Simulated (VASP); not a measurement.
Crystal: LiCl.

```
Cl Li
1.0
     0.00000    2.56477    2.56477
     2.56477    0.00000    2.56477
     2.56477    2.56477    0.00000
Cl Li
1 1
Direct
  0.50000 0.50000 0.50000
  0.00000 0.00000 0.00000
```

* Program: VASP 6.6.1
* Task: relaxation of cell and atoms
* Functional: LDA
* Potentials or basis: VASP PAW LDA potentials, release 64 (Cl, Li_sv)
* Cutoff: 600 eV
* k mesh: 9 × 9 × 9
* Occupations: fermi-dirac, width 0.05 eV
* Spin: no spin polarisation

At the start: pressure -3.3 GPa; volume 16.87 Å³/atom.

Problem. How do energy, volume and symmetry change on relaxing?

Solution. Over 4 steps the energy falls by 18.2 meV/atom and the volume is 15.25 Å³/atom (-9.6 %); space group Fm-3m (No. 225, to 0.05 Å).

Step by step:
```
step  energy change (eV)  largest force (eV/Å)  pressure (GPa)  volume (Å³)
   1              0.0000                0.0000           -3.30        33.74
   2             -0.0271                0.0000           -1.83        32.08
   3             -0.0362                0.0000           -0.24        30.70
   4             -0.0364                0.0000            0.02        30.51
```

Final structure:
```
CELL_PARAMETERS angstrom
0.00000 2.48000 2.48000
2.48000 0.00000 2.48000
2.48000 2.48000 0.00000
ATOMIC_POSITIONS crystal
Cl 0.50000 0.50000 0.50000
Li 0.00000 0.00000 0.00000
```

Caveat: the cutoff is under 1.25 times the usual one of these potentials, so pressure, stress and relaxed cells hold a basis-set (Pulay) error.
